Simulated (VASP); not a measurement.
Runs of VASP 6.6.1 on CdS. The cell holds a sheet with vacuum, 2 atoms: a = 4.261 Å, b = 4.261 Å, c = 16.049 Å, α = 90.00°, β = 90.00°, γ = 120.00°. 

```tsv
task	level	k mesh	cutoff (eV)	tolerance level	purpose	route	gap on the mesh (eV)	largest force (eV/Å)
single point	AM05	5 × 5 × 1	400	standard	a run that is hard to end	-	1.62	0.02
band structure	RPBE	8 × 8 × 1	550	screening	bands	KPOINTS_OPT	(a)	0.01
single point	revPBE	12 × 12 × 1	620	screening	levels	-	1.72	0.01
single point	revPBE	6 × 6 × 1	360	screening	levels	-	1.71	0.01
band structure	RPBE	5 × 5 × 1	320	screening	bands	KPOINTS_OPT	1.72	-
```

Alike in all rows: potentials or basis VASP PAW PBE potentials, release 64 (Cd, S); no spin polarisation; cell as given; smearing gaussian 0.03 eV.

Problem. Fill in the values left out.

Solution. (a) 1.73.

Caveats: the PAW data sets were made with another functional, which shifts forces and pressure a little.

A k mesh can miss the band edges, and the runs leave out spin-orbit coupling on Cd.
